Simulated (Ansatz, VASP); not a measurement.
Two plane-wave programs on SbPb

File INCAR:

```
PREC     = Accurate       # precision mode
ENCUT    = 520            # plane-wave cutoff, eV
EDIFF    = 1E-6           # SCF threshold, eV
ISMEAR   = 0              # smearing method
SIGMA    = 0.15           # smearing width, eV
LREAL    = F              # projectors in reciprocal space
LASPH    = T              # aspherical terms in the spheres
NELM     = 60             # most SCF steps
ALGO     = Normal         # electronic algorithm
ISIF     = 2              # what is computed and relaxed
LWAVE    = F              # write WAVECAR
LCHARG   = F              # write CHGCAR
NBANDS   = 16             # bands
```

File KPOINTS:

```
regular mesh
0
Gamma
  14 14 14
```

The input POSCAR:

```
SbPb
1.0
    0.0000000000      3.1556378416      3.1556378416
    3.1556378416      0.0000000000      3.1556378416
    3.1556378416      3.1556378416      0.0000000000
Sb Pb
1 1
Direct
    0.5000000000      0.5000000000      0.5000000000
    0.0000000000      0.0000000000      0.0000000000
```

Input for Ansatz:

```yaml
crystal:
  lattice:
    - [0.0, 3.1556378416, 3.1556378416]
    - [3.1556378416, 0.0, 3.1556378416]
    - [3.1556378416, 3.1556378416, 0.0]
  atoms:
    - { symbol: Sb, position: [0.5, 0.5, 0.5] }
    - { symbol: Pb, position: [0.0, 0.0, 0.0] }
basis:
  ecutwfc: 420
kpoints:
  mp_grid: { grid: [14, 14, 14] }
hamiltonian:
  xc: lda
scf:
  occupations: { method: gaussian, width: 0.15 }
output:
  forces: true
  stress: true
  eigenvalues: true
```

Alike in both runs: task single point; functional LDA; k mesh 14 × 14 × 14; occupations gaussian, width 0.15 eV; no spin polarisation.

|  | VASP | Ansatz |
| --- | --- | --- |
| version | VASP 6.6.1 | Ansatz 0.2.0 |
| potentials or method | VASP PAW LDA potentials, release 64 (Sb, Pb_d), cutoff 520 eV | scalar-relativistic, plane waves, PAW |
| valence electrons in the cell | 19 | 29 |

```tsv
	VASP	Ansatz	Ansatz less VASP
gap on the k mesh at the Fermi level (eV)	none	none	-
pressure (GPa)	-2.5	-2.5	-0.03
```

LDA's correlation is that of Perdew and Zunger in VASP and of Perdew and Wang (1992) in Ansatz. A gap of «none» marks a metal or a gap that the smearing closes. VASP's potentials hold 19 valence electrons a cell and Ansatz's 29, so a difference there can come from the potentials and not from the codes.

Neither program's run includes spin-orbit coupling.
